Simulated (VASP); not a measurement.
# Te2Mo: relaxation of cell and atoms with LDA

Te2Mo:

```xyz
6
Lattice="3.3305 0.0000 0.0000 -1.6652 2.8843 0.0000 0.0000 0.0000 12.7927" Properties=species:S:1:pos:R:3 pbc="T T T"
Te    0.0000    1.9229    7.7803
Te    1.6652    0.9614    1.3840
Te    0.0000    1.9229   11.4087
Te    1.6652    0.9614    5.0124
Mo    0.0000    1.9229    3.1982
Mo    1.6652    0.9614    9.5945
```

```
Program                : VASP 6.6.1
Task                   : relaxation of cell and atoms
Functional             : LDA
Potentials or basis    : VASP PAW LDA potentials, release 64 (Te, Mo_sv)
Cutoff                 : 500 eV
k mesh                 : 12 × 12 × 4
Occupations            : gaussian, width 0.1 eV
Spin                   : no spin polarisation
Target pressure        : 12.5 GPa
Dipole correction      : no
Further INCAR settings : ALGO = Normal; EDIFF = 1e-07; IBRION = 2; EDIFFG = -0.002; NSW = 100; ISIF = 3
```

| Property | Result |
| --- | --- |
| Relaxed volume | 20.49 Å³/atom |
| Relaxed cell | a = 3.333 Å, b = 3.333 Å, c = 12.773 Å, α = 90.00°, β = 90.00°, γ = 120.00° |
| Space group after relaxing (to 0.1 Å) | P6_3/mmc (No. 194) |
| Energy change on relaxing (the run minimises the enthalpy) | -0.5 meV/atom |
| Ionic steps | 8 |
| Pressure after relaxing | 12.5 GPa |
| Band gap on the k mesh | zero (bands 26 and 27 overlap by 0.26 eV) |

The path:
```tsv
step	energy change (eV)	largest force (eV/Å)	pressure (GPa)	volume (Å³)
1	0.0000	0.0787	12.84	122.89
2	-0.0595	0.0835	11.47	123.67
3	-0.0197	0.0272	12.40	123.13
4	-0.0190	0.0287	12.41	123.13
5	-0.0121	0.0168	12.46	123.03
6	-0.0023	0.0004	12.51	122.91
7	-0.0015	0.0011	12.51	122.90
8	-0.0033	0.0016	12.49	122.92
```

Final structure:
```yaml
crystal:
  lattice:
    - [3.33345, 0.00000, 0.00000]
    - [-1.66673, 2.88686, 0.00000]
    - [0.00000, 0.00000, 12.77323]
  atoms:
    - { symbol: Te, position: [0.33333, 0.66667, 0.60778] }
    - { symbol: Te, position: [0.66667, 0.33333, 0.10778] }
    - { symbol: Te, position: [0.33333, 0.66667, 0.89222] }
    - { symbol: Te, position: [0.66667, 0.33333, 0.39222] }
    - { symbol: Mo, position: [0.33333, 0.66667, 0.25000] }
    - { symbol: Mo, position: [0.66667, 0.33333, 0.75000] }
```

Levels at points of the mesh, in eV from the Fermi level:
```
           k point  band 23  band 24  band 25  band 26  band 27  band 28  band 29  band 30
(0.00, 0.00, 0.00)    -1.39    -1.39    -0.23     0.07     2.71     2.71     2.84     2.84
(0.50, 0.00, 0.00)    -1.85    -1.79    -1.26    -0.29     1.01     1.10     1.21     1.77
(0.00, 0.00, 0.50)    -1.44    -1.44    -0.12    -0.12     2.74     2.74     2.74     2.74
(0.50, 0.00, 0.50)    -1.75    -1.75    -0.80    -0.80     1.13     1.13     1.41     1.41
```

Wall time 24 min on 1 thread of Oxide Virtual Turin-like Processor, on a shared host, peak memory 0.28 GiB.

Caveat: the cell is relaxed towards a set pressure, so the run minimises the enthalpy, not the energy; spin-orbit coupling is left out, which moves the levels of the heavy elements.
